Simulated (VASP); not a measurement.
# P in VASP: single point with PBE

Aim: the single point of P with PBE.

All numbers are computed with VASP 6.6.1; they aren't measurements. Logs are shortened: lines on timing, memory, paths and dates and some standing lists are left out, and cuts for length are marked.

**1. The cell of the first run**

The typed cell holds 2 atoms: a = 3.308 Å, b = 3.308 Å, c = 2.340 Å, α = 90.00°, β = 90.00°, γ = 90.00°.

**2. Single point, PBE**

File INCAR:

```
SYSTEM = P
ALGO = Normal
EDIFF = 1E-6
ENCUT = 520
GGA = PE
ISIF = 2
ISMEAR = -1
LASPH = .True.
LCHARG = .False.
LREAL = .False.
LWAVE = .False.
NBANDS = 12
NELM = 60
PREC = Accurate
SIGMA = 0.1
```

File KPOINTS:

```
k-points
0
Gamma
  6 6 8
  0 0 0
```

File POSCAR:

```
P
1.0
    3.3082881779      0.0000000000      0.0000000000
    0.0000000000      3.3082881779      0.0000000000
    0.0000000000      0.0000000000      2.3402807678
P
2
Direct
    0.7500000000      0.2500000000      0.0000000000
    0.2500000000      0.7500000000      0.0000000000
```

Potentials or basis: VASP PAW PBE potentials, release 64 (P).

Run with:

```
> cat potpaw_PBE.64/P/POTCAR > POTCAR
> mpirun -np 1 vasp_std > vasp.out
```

OUTCAR:

```text
SYSTEM = P
   EDIFF = 1E-6
   ENCUT = 520
   GGA = PE
   ISIF = 2
   ISMEAR = -1
   LASPH = .True.
   LREAL = .False.
   NELM = 60
   PREC = Accurate

 ion  position               nearest neighbor table
   1  0.750  0.250  0.000-   2 2.34   2 2.34   2 2.34   2 2.34
   2  0.250  0.750  0.000-   1 2.34   1 2.34   1 2.34   1 2.34

  LATTYP: Found a simple tetragonal cell.
 ALAT       =     3.3082881779
 C/A-ratio  =     0.7073993080

  Lattice vectors:

 A1 = (   3.3082881779,   0.0000000000,   0.0000000000)
 A2 = (   0.0000000000,   3.3082881779,   0.0000000000)
 A3 = (   0.0000000000,   0.0000000000,   2.3402807678)

Analysis of symmetry for initial positions (statically):
=====================================================================
 Subroutine PRICEL returns following result:

  LATTYP: Found a simple tetragonal cell.
 ALAT       =     2.3393130047
 C/A-ratio  =     1.0004136954

  Lattice vectors:

 A1 = (   1.6541440890,  -1.6541440890,   0.0000000000)
 A2 = (   1.6541440890,   1.6541440890,   0.0000000000)
 A3 = (   0.0000000000,   0.0000000000,   2.3402807678)

   2 primitive cells build up your supercell.

 Routine SETGRP: Setting up the symmetry group for a
 simple tetragonal supercell.

 Subroutine GETGRP returns: Found 16 space group operations
 (whereof  8 operations were pure point group operations)
 out of a pool of 16 trial point group operations.

The static configuration has the point symmetry D_2h.
 The point group associated with its full space group is D_4h.

Analysis of symmetry for dynamics (positions and initial velocities):
=====================================================================
 Subroutine PRICEL returns following result:

  LATTYP: Found a simple tetragonal cell.
 ALAT       =     2.3393130047
 C/A-ratio  =     1.0004136954

  Lattice vectors:

 A1 = (   1.6541440890,  -1.6541440890,   0.0000000000)
 A2 = (   1.6541440890,   1.6541440890,   0.0000000000)
 A3 = (   0.0000000000,   0.0000000000,   2.3402807678)

   2 primitive cells build up your supercell.

 Routine SETGRP: Setting up the symmetry group for a
 simple tetragonal supercell.

 Subroutine GETGRP returns: Found 16 space group operations
 (whereof  8 operations were pure point group operations)
 out of a pool of 16 trial point group operations.

The dynamic configuration has the point symmetry D_2h.
 The point group associated with its full space group is D_4h.

 Subroutine INISYM returns: Found 16 space group operations
 (whereof  8 operations are pure point group operations),
 and found     2 'primitive' translations

----------------------------------------------------------------------------------------

                                     Primitive cell

  volume of cell :      12.8069

  direct lattice vectors                    reciprocal lattice vectors
     1.654144089 -1.654144089  0.000000000     0.302271128 -0.302271128  0.000000000
     1.654144089  1.654144089  0.000000000     0.302271128  0.302271128  0.000000000
     0.000000000  0.000000000  2.340280768     0.000000000  0.000000000  0.427299157

  length of vectors
     2.339313005  2.339313005  2.340280768     0.427475929  0.427475929  0.427299157

  position of ions in fractional coordinates (direct lattice)
     0.500000000  1.000000000  0.000000000

  ion indices of the primitive-cell ions
   primitive index   ion index
                 1           1

----------------------------------------------------------------------------------------

 KPOINTS: k-points

Automatic generation of k-mesh.
 Grid dimensions read from file:
 generate k-points for:    6    6    8

 Generating k-lattice:

  Cartesian coordinates                     Fractional coordinates (reciprocal lattice)
     0.050378521  0.000000000  0.000000000     0.166666667  0.000000000  0.000000000
     0.000000000  0.050378521  0.000000000     0.000000000  0.166666667  0.000000000
     0.000000000  0.000000000  0.053412395     0.000000000  0.000000000  0.125000000

  Length of vectors
     0.050378521  0.050378521  0.053412395

  Shift w.r.t. Gamma in fractional coordinates (k-lattice)
     0.000000000  0.000000000  0.000000000

 Subroutine IBZKPT returns following result:
 ===========================================

 Found     50 irreducible k-points:

 Following reciprocal coordinates:
            Coordinates               Weight
  0.000000  0.000000  0.000000      1.000000
  0.166667  0.000000  0.000000      4.000000
  0.333333  0.000000  0.000000      4.000000
  0.500000  0.000000  0.000000      2.000000
  0.166667  0.166667  0.000000      4.000000
  0.333333  0.166667  0.000000      8.000000
[... 16 lines left out ...]
  0.333333  0.000000  0.250000      8.000000
  0.500000  0.000000  0.250000      4.000000
 [... further k-points ...]
   k-points           NKPTS =     50   k-points in BZ     NKDIM =     50   number of bands    NBANDS=     12
   number of dos      NEDOS =    301   number of ions     NIONS =      2
   total plane-waves  NPLWV =  14112
   dimension x,y,z NGX =    28 NGY =   28 NGZ =   18
   dimension x,y,z NGXF=    56 NGYF=   56 NGZF=   36
   ions per type =               2
   NGX,Y,Z   is equivalent  to a cutoff of  14.07, 14.07, 12.79 a.u.
   NGXF,Y,Z  is equivalent  to a cutoff of  28.14, 28.14, 25.57 a.u.
 SYSTEM =  P
   PREC   = accura    normal or accurate (medium, high low for compatibility)
   ISTART =      0    job   : 0-new  1-cont  2-samecut
   ICHARG =      2    charge: 1-file 2-atom 10-const
   ISPIN  =      1    spin polarized calculation?
   LNONCOLLINEAR =      F non collinear calculations
   LSORBIT =      F    spin-orbit coupling
   LASPH  =      T    aspherical Exc in radial PAW
   ENCUT  =  520.0 eV  38.22 Ry    6.18 a.u.   6.15  6.15  4.35*2*pi/ulx,y,z
   NELM   =     60;   NELMIN=  2; NELMDL= -5     # of ELM steps
   EDIFF  = 0.1E-05   stopping-criterion for ELM
   LREAL  =      F    real-space projection
[... 7 lines left out ...]
   TEBEG  =    0.0;   TEEND  =   0.0 temperature during run
   PSTRESS=    0.0 pullay stress
   NELECT =      10.0000    total number of electrons
   NUPDOWN=      -1.0000    fix difference up-down
   EMIN   =  10.00;   EMAX   =-10.00  energy-range for DOS
   EFERMI =   0.00;   METHOD = LEGACY
   ISMEAR =    -1;   SIGMA  =   0.10  broadening in eV -4-tet -1-fermi 0-gaus
   EFERMI_NEDOS =   21; number of points for ismear=-14 and -15
   IALGO  =     38    algorithm
   IMIX   =      4    mixing-type and parameters
     AMIX     =   0.40;   BMIX     =  1.00
     AMIX_MAG =   1.60;   BMIX_MAG =  1.00
  volume/ion in A,a.u.               =      12.81        86.43
  Fermi-wavevector in a.u.,A,eV,Ry     =   1.196511  2.261078 19.478619  1.431638
  Thomas-Fermi vector in A             =   2.332449
   LORBIT       =      0    0 simple, 1 ext, 2 COOP (PROOUT), +10 PAW based schemes
   GGA     = PE    functional components
   LHFCALC =     F    Hartree Fock is set to
   AEXX    =    0.0000 exact exchange contribution
   IVDW    =     0    specifies the selected vdW correction
   LEPSILON=     F    determine dielectric tensor
   LRPA    =     F    only Hartree local field effects (RPA)
 non-spin polarized calculation
  energy-cutoff  :      520.00
  volume of cell :       25.61
 maximum number of plane-waves:       712
 NGX is ok and might be reduce to    28
   NGX = 13   NGY = 13   NGZ =  9

 number of electron      10.0000000 magnetization

 Free energy of the ion-electron system (eV)
  ---------------------------------------------------
  ext. energy  EPLUGINS =         0.00000000
  ---------------------------------------------------
  free energy    TOTEN  =       -10.31251053 eV

  energy without entropy =      -10.28639874  energy(sigma->0) =      -10.29945464

 E-fermi :  11.6629     XC(G=0): -11.8553

 val. band max:       11.5085086437   @ k =   0.0000   0.0000   0.5000
 cond. band min:      11.7140363339   @ k =   0.3333   0.1667   0.0000
 fundamental gap:      0.2055276902
 Fermi energy:        11.6629401403

 k-point     1 :       0.0000    0.0000    0.0000
  band No.  band energies     occupation
      1      -6.3161      2.00000
      2       4.2209      2.00000
      3       5.6492      2.00000
      4       5.6492      2.00000
      5      11.7353      0.65331
      6      17.3028      0.00000
      7      17.3307      0.00000
      8      17.3307      0.00000
      9      18.1615      0.00000
     10      18.1860      0.00000
     11      23.9161      0.00000
     12      27.4555      0.00000

 k-point     2 :       0.1667    0.0000    0.0000
  band No.  band energies     occupation
      1      -5.9653      2.00000
      2       1.9245      2.00000
      3       5.9864      2.00000
      4       7.1590      2.00000
      5      13.4815      0.00000
      6      14.0552      0.00000
      7      15.1633      0.00000
      8      17.5848      0.00000
      9      19.9345      0.00000
     10      22.0839      0.00000
     11      23.1003      0.00000
     12      28.5043      0.00000

 k-point     3 :       0.3333    0.0000    0.0000
  band No.  band energies     occupation
      1      -4.9195      2.00000
      2      -0.8697      2.00000
      3       6.9980      2.00000
      4       8.6692      2.00000
      5      11.0395      1.99609
      6      12.6437      0.00011
      7      17.5854      0.00000
      8      18.4163      0.00000
      9      21.4233      0.00000
     10      21.7027      0.00000
     11      26.6395      0.00000
     12      26.9324      0.00000
[... 286 lines left out ...]
 k-point    23 :       0.3333    0.0000    0.2500
  band No.  band energies     occupation
      1      -3.3663      2.00000
      2       0.6591      2.00000
      3       8.3025      2.00000
      4       9.1271      2.00000
      5       9.6025      2.00000
      6      12.3093      0.00311
      7      14.1305      0.00000
      8      14.9964      0.00000
      9      19.2207      0.00000
     10      22.5225      0.00000
     11      23.0263      0.00000
     12      26.4750      0.00000

 k-point    24 :       0.5000    0.0000    0.2500
  band No.  band energies     occupation
      1      -1.6586      2.00000
      2      -1.6586      2.00000
      3       9.9577      2.00000
      4       9.9577      2.00000
      5       9.9736      2.00000
      6       9.9736      2.00000
      7      13.5210      0.00000
      8      13.5210      0.00000
      9      24.2443      0.00000
     10      24.2448      0.00000
     11      24.2559      0.00000
     12      24.2561      0.00000

 [... further k-points ...]

------------------------ aborting loop because EDIFF is reached ----------------------------------------

  FORCE on cell =-STRESS in cart. coord.  units (eV):
  Direction    XX          YY          ZZ          XY          YZ          ZX
  --------------------------------------------------------------------------------------
  -------------------------------------------------------------------------------------
  Total        3.1267559      3.1267559      3.1233780      0.0000000      0.0000000      0.0000000
  in kB      195.5824750    195.5824750    195.3711796      0.0000000      0.0000000      0.0000000
  external PRESSURE =     195.5120432 kB  Pullay stress =       0.0000000 kB

 VOLUME and BASIS-vectors are now :
 -----------------------------------------------------------------------------
  energy-cutoff  :      520.00
  volume of cell :       25.61
      direct lattice vectors                 reciprocal lattice vectors
     3.308288178  0.000000000  0.000000000     0.302271128  0.000000000  0.000000000
     0.000000000  3.308288178  0.000000000     0.000000000  0.302271128  0.000000000
     0.000000000  0.000000000  2.340280768     0.000000000  0.000000000  0.427299157

 POSITION                                       TOTAL-FORCE (eV/Angst)
 -----------------------------------------------------------------------------------
      2.48122      0.82707      0.00000         0.000000      0.000000     -0.000000
      0.82707      2.48122      0.00000        -0.000000     -0.000000      0.000000
 -----------------------------------------------------------------------------------
    total drift:                               -0.000000      0.000000     -0.000000

  FREE ENERGIE OF THE ION-ELECTRON SYSTEM (eV)
  ---------------------------------------------------
  free  energy   TOTEN  =       -10.3125105287 eV

  energy  without entropy=      -10.2863987448  energy(sigma->0) =      -10.29945464
```

Run time: 7.7 s. Hardware: 1 thread of Intel Xeon 6975P-C (Granite Rapids), shared host; peak memory 0.13 GiB.

What came out:

```yaml
Free_energy: -10.3125 eV
Pressure: 19.6 GPa
Band_gap_on_the_k_mesh: zero (band 5 reaches 20.71 eV, above the bottom of band 6 at 5.65 eV)
```
